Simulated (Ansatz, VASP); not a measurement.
## Two plane-wave programs on K2S

The input INCAR:

```
PREC     = Accurate       # precision mode
ENCUT    = 500            # plane-wave cutoff, eV
EDIFF    = 1E-6           # SCF threshold, eV
ISMEAR   = 0              # smearing method
SIGMA    = 0.01           # smearing width, eV
LREAL    = F              # projectors in reciprocal space
LASPH    = T              # aspherical terms in the spheres
NELM     = 120            # most SCF steps
ALGO     = Normal         # electronic algorithm
ISIF     = 2              # what is computed and relaxed
LWAVE    = F              # write WAVECAR
LCHARG   = F              # write CHGCAR
GGA      = PE             # functional
NBANDS   = 19             # bands
GGA_COMPAT= F
```

The input KPOINTS:

```
regular mesh
0
Gamma
  4 4 4
```

File POSCAR:

```
K2S
1.0
    0.0000000000      3.7027186978      3.7027186978
    3.7027186978      0.0000000000      3.7027186978
    3.7027186978      3.7027186978      0.0000000000
K S
2 1
Direct
    0.2500000000      0.2500000000      0.2500000000
    0.7500000000      0.7500000000      0.7500000000
    0.0000000000      0.0000000000      0.0000000000
```

Input for Ansatz:

```yaml
crystal:
  lattice:
    - [0.0, 3.7027186978, 3.7027186978]
    - [3.7027186978, 0.0, 3.7027186978]
    - [3.7027186978, 3.7027186978, 0.0]
  atoms:
    - { symbol: K, position: [0.25, 0.25, 0.25] }
    - { symbol: K, position: [0.75, 0.75, 0.75] }
    - { symbol: S, position: [0.0, 0.0, 0.0] }
kpoints:
  mp_grid: { grid: [4, 4, 4] }
hamiltonian:
  xc: pbe
scf:
  occupations: { method: fixed }
  n_extra_bands: 4
  mixing: { preconditioner: kerker }
output:
  forces: true
  stress: true
  eigenvalues: true
```

Alike in both runs: task single point; functional PBE; k mesh 4 × 4 × 4; no spin polarisation.

```csv
,VASP,Ansatz
version,VASP 6.6.1,Ansatz 0.2.0
potentials or method,"VASP PAW PBE potentials, release 64 (K_sv, S)",plane waves
plane-wave cutoff (eV),500,420
occupations,"gaussian, width 0.01 eV",fixed
valence electrons in the cell,24,24
```

```tsv
	VASP	Ansatz	Ansatz less VASP
gap on the k mesh at the Fermi level (eV)	2.38	2.38	+0.002
pressure (GPa)	0.5	0.4	-0.03
```
